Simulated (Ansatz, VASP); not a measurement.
**One calculation of W, two programs**

```xyz
17
Lattice="6.3200 0.0000 0.0000 0.0000 6.3200 0.0000 0.0000 0.0000 6.3200" Properties=species:S:1:pos:R:3 pbc="T T T"
W    -0.0251   -0.0213   -0.0266
W     3.0995    0.0574   -0.0307
W    -0.1270    3.1764   -0.0322
W    -0.1613    0.1034    3.2489
W     1.5333    1.6115    1.5545
W     3.6621    2.6090   -0.2391
W     3.1407    0.0625    3.1575
W     4.7926    1.4816    1.6349
W    -0.0891    3.1554    3.1285
W     1.2161    5.1235    1.9976
W     1.5451    1.6374    4.7237
W     3.1178    3.1577    3.0790
W     4.6507    4.7449    1.5520
W     4.8386    1.4589    4.5479
W     1.4922    4.7810    4.5194
W     4.6376    4.7284    4.7179
W     2.1886    4.0295    0.3923
```

Alike in both runs: functional PBEsol; k mesh 2 × 2 × 2; occupations fermi-dirac, width 0.1 eV; no spin polarisation.

Ansatz relaxed the structure, and its values are those at the end. VASP's run is a single point on that final structure, the one shown.

```csv
,VASP,Ansatz
version,VASP 6.6.1,Ansatz 0.2.0
potentials or method,"VASP PAW PBE potentials, release 64 (W_sv), cutoff 520 eV","scalar-relativistic, plane waves, PAW"
valence electrons in the cell,238,238
```

```csv
,VASP,Ansatz,Ansatz less VASP
rms of the force components (eV/Å),0.066,0.017,-0.0484
```

VASP's potentials were made for PBE, not for PBEsol.

The k mesh is coarse, so the values compare programs but aren't converged. Spin-orbit coupling is off throughout.
